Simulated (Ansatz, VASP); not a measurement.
## LaPb3: VASP beside Ansatz

```
La Pb
1.0
     4.90600    0.00000    0.00000
     0.00000    4.90600    0.00000
     0.00000    0.00000    4.85694
La Pb
1 3
Cartesian
  0.0000 0.0000 0.0000
  0.0000 2.4530 2.4285
  2.4530 0.0000 2.4285
  2.4530 2.4530 0.0000
```

Change from the starting cell: zz strain of -1 %, crystal datasets.

Alike in both runs: task electric field gradients; functional PBEsol; k mesh 7 × 7 × 7; occupations fermi-dirac, width 0.05 eV; no spin polarisation.

|  | VASP | Ansatz |
| --- | --- | --- |
| version | VASP 6.6.1 | Ansatz 0.2.0 |
| potentials or method | VASP PAW PBE potentials, release 64 (La, Pb_d), cutoff 520 eV | all-electron PAW with datasets made for the crystal, scalar-relativistic |

Ansatz gave:

```
pressure (GPa)                                                : -0.3
traceless stress, the component that is largest in VASP (GPa) : 0.34
size of Vzz on the site where it differs most (V/Å²)          : 332.4
```

Estimate VASP's values.

pressure (GPa): -0.4; traceless stress, the component that is largest in VASP (GPa): 0.34; size of Vzz on the site where it differs most (V/Å²): 328.7.

VASP's potentials were made for PBE, not for PBEsol. Ansatz ran all-electron here, and VASP with PAW potentials.

Neither program's run includes spin-orbit coupling.
